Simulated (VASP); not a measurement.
Write the native input for VASP 6.6.1 that does the following.

```
Task                   : single point
Functional             : PBE
Potentials or basis    : VASP PAW PBE potentials, release 64 (Si, C)
Cutoff                 : 520 eV
k mesh                 : 10 × 10 × 6
Occupations            : gaussian, width 0.02 eV
Spin                   : no spin polarisation
Dipole correction      : no
Further INCAR settings : ALGO = Normal; EDIFF = 1e-06; NBANDS = 16
```

The structure of SiC lies in POSCAR:

```
SiC
1.0
    2.2117616006      2.2117616006      0.0000000000
   -2.2117616006      2.2117616006      0.0000000000
    0.0000000000      0.0000000000      4.4235232011
Si C
2 2
Direct
    0.5000000000      0.0000000000      0.7500000000
    0.0000000000      0.5000000000      0.2500000000
    0.0000000000      0.0000000000      0.0000000000
    0.5000000000      0.5000000000      0.5000000000
```

This cell differs from its parent crystal: equal strain along all axes, cell held: +1.0 %.

The input as run:

INCAR

```
PREC = Accurate
ENCUT = 520
EDIFF = 1E-6
ISMEAR = 0
SIGMA = 0.02
LREAL = False
LASPH = True
NELM = 100
ALGO = Normal
ISIF = 2
LWAVE = False
LCHARG = True
GGA = PE
LELF = True
LVHAR = True
NBANDS = 16
```

KPOINTS

```
regular mesh
0
Gamma
  10 10 6
```

Potentials or basis: VASP PAW PBE potentials, release 64 (Si, C).

The run is started by

```console
$ cat potpaw_PBE.64/Si/POTCAR potpaw_PBE.64/C/POTCAR > POTCAR
$ mpirun -np 1 vasp_std > vasp.out
```

Results of the run:

- Pressure: -6.0 GPa
- Band gap on the k mesh: 1.40 eV

Caveat: the cell differs from its parent crystal (equal strain along all axes, cell held: +1.0 %); the cell stands under tension.

It took 56 s on 1 thread of Intel Xeon 8259CL, on a shared host, peak memory 0.18 GiB.
